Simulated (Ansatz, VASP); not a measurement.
# Ta2N: VASP beside Ansatz

```
Ta N
1.0
     5.24497    0.00000    0.00000
    -2.62248    4.54228    0.00000
     0.00000    0.00000    5.08709
Ta N
6 3
Direct
  0.70236 0.70236 0.75285
  0.00000 0.29764 0.75285
  0.29764 0.00000 0.75285
  0.29764 0.29764 0.24715
  0.00000 0.70236 0.24715
  0.70236 0.00000 0.24715
  0.66667 0.33333 0.50000
  0.33333 0.66667 0.50000
  0.00000 0.00000 0.00000
```

Alike in both runs: task single point; functional PBE; k mesh 9 × 9 × 8; occupations gaussian, width 0.15 eV; no spin polarisation.

```csv
,VASP,Ansatz
version,VASP 6.6.1,Ansatz 0.2.0
potentials or method,"VASP PAW PBE potentials, release 64 (Ta_pv, N), cutoff 520 eV","scalar-relativistic, plane waves, PAW"
valence electrons in the cell,81,93
```

|  | VASP | Ansatz | Ansatz less VASP |
| --- | --- | --- | --- |
| gap on the k mesh at the Fermi level (eV) | none | none | - |
| pressure (GPa) | 13.4 | 12.8 | -0.62 |
| traceless stress, the component that is largest in VASP (GPa) | -10.22 | -10.24 | -0.016 |
| rms of the force components (eV/Å) | 2.972 | 2.961 | -0.0116 |

Atom by atom the forces differ by 0.012 eV/Å (rms over components). A gap of «none» marks a metal or a gap that the smearing closes. VASP's potentials hold 81 valence electrons a cell and Ansatz's 93, so a difference there can come from the potentials and not from the codes.

Spin-orbit coupling is off throughout.
